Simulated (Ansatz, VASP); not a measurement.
BaZrO3 in VASP and in Ansatz

```
Ba Zr O
1.0
    -4.19134    4.19134    4.19134
     4.19134   -4.19134    4.19134
     4.19134    4.19134   -4.19134
Ba Zr O
4 4 12
Direct
  0.00000 0.00000 0.00000
  0.50000 0.50000 0.00000
  0.50000 0.00000 0.50000
  0.00000 0.50000 0.50000
  0.50000 0.50000 0.50000
  0.00000 0.00000 0.50000
  0.00000 0.50000 0.00000
  0.50000 0.00000 0.00000
  0.50000 0.25000 0.25000
  0.00000 0.75000 0.25000
  0.00000 0.25000 0.75000
  0.50000 0.75000 0.75000
  0.25000 0.50000 0.25000
  0.75000 0.00000 0.25000
  0.75000 0.50000 0.75000
  0.25000 0.00000 0.75000
  0.25000 0.25000 0.50000
  0.75000 0.75000 0.50000
  0.75000 0.25000 0.00000
  0.25000 0.75000 0.00000
```

Alike in both runs: task electric field gradients; functional PBE; k mesh 3 × 3 × 3; no spin polarisation.

```csv
,VASP,Ansatz
version,VASP 6.6.1,Ansatz 0.2.0
potentials or method,"VASP PAW PBE potentials, release 64 (Ba_sv, Zr_sv, O)","plane-wave PAW, scalar-relativistic"
plane-wave cutoff (eV),520,420
occupations,"gaussian, width 0.01 eV",fixed
valence electrons in the cell,160,160
```

VASP gave:

```
gap on the k mesh at the Fermi level (eV)            : 3.21
size of Vzz on the site where it differs most (V/Å²) : 14.9
```

Task: What did Ansatz give for the same quantities?

Result: gap on the k mesh at the Fermi level (eV): 3.25; size of Vzz on the site where it differs most (V/Å²): 13.0.

Spin-orbit coupling is off throughout.
